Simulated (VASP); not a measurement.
Input of a VASP 6.6.1 run:

The input INCAR:

```
  PREC = Accurate
  ENCUT = 700
  EDIFF = 1E-6
  ISMEAR = -1
  SIGMA = 0.02
  LREAL = False
  LASPH = True
  NELM = 120
  ALGO = Normal
  ISIF = 2
  LWAVE = False
  LCHARG = False
  GGA = PE
  NBANDS = 34
  GGA_COMPAT = False
```

KPOINTS

```
Automatic mesh
0
Gamma
  6 6 4
```

Contents of POSCAR:

```
CuF
1.0
    3.5086571495      0.0000000000      0.0000000000
   -1.7543285748      3.0385862246      0.0000000000
    0.0000000000      0.0000000000      5.0825198930
Cu F
2 2
Direct
    0.3333333333      0.6666666667      0.2500000000
    0.6666666667      0.3333333333      0.7500000000
    0.6666666667      0.3333333333      0.2500000000
    0.3333333333      0.6666666667      0.7500000000
```

Potentials or basis: VASP PAW PBE potentials, release 64 (Cu_sv_GW, F).

Launch:

```sh
$ cat potpaw_PBE.64/Cu_sv_GW/POTCAR potpaw_PBE.64/F/POTCAR > POTCAR
$ mpirun -np 1 vasp_std > vasp.out
```

Problem. Estimate the band gap on the k mesh.

Solution. Zero (band 26 reaches 3.31 eV, above the bottom of band 27 at 3.28 eV).

Problem. What does it give for the pressure?

Solution. 2.1 GPa.

Stress tensor (GPa, compression positive):
```
2.45 0.00 0.00
0.00 2.45 0.00
0.00 0.00 1.39
```

Caveat: semilocal functionals often make such compounds metallic where correlation or magnetic order opens a gap, which also shifts bond lengths. With open d or f shells a metallic result of PBE can be an artefact of self-interaction; +U or a hybrid may open a gap.
